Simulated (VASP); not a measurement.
Runs of VASP 6.6.1 on MgO. The structure is cubic, space group Fm-3m (No. 225). Conventional cell: a = 4.204 Å, b = 4.204 Å, c = 4.204 Å, α = 90.00°, β = 90.00°, γ = 90.00°. Within 2.8 Å of Mg (site symmetry m-3m) lie 6 O at 2.10 Å. O (site symmetry m-3m) has 6 Mg at 2.10 Å within 2.8 Å. 

```csv
level,potentials or basis,k mesh,cutoff (eV),gap on the mesh (eV),pressure (GPa)
LDA,"VASP PAW LDA potentials, release 64 (Mg, O)",8 × 8 × 8,600,4.71,-7.2
PBE,"VASP PAW PBE potentials, release 64 (Mg, O)",10 × 10 × 10,600,4.78,4.6
LDA,"VASP PAW LDA potentials, release 64 (Mg, O)",10 × 10 × 10,600,4.71,-7.2
r2SCAN,"VASP PAW PBE potentials, release 64 (Mg, O)",10 × 10 × 10,660,(a),-1.4
PBE,"VASP PAW PBE potentials, release 64 (Mg, O)",12 × 12 × 12,600,4.78,4.6
```

Alike in all rows: task single point; no spin polarisation; cell as given; smearing gaussian 0.01 eV.

Problem. Fill in the values left out.

Solution. (a) 5.66.

Caveats: the PAW data sets were made with another functional, which shifts forces and pressure a little (some runs).

A k mesh can miss the band edges.
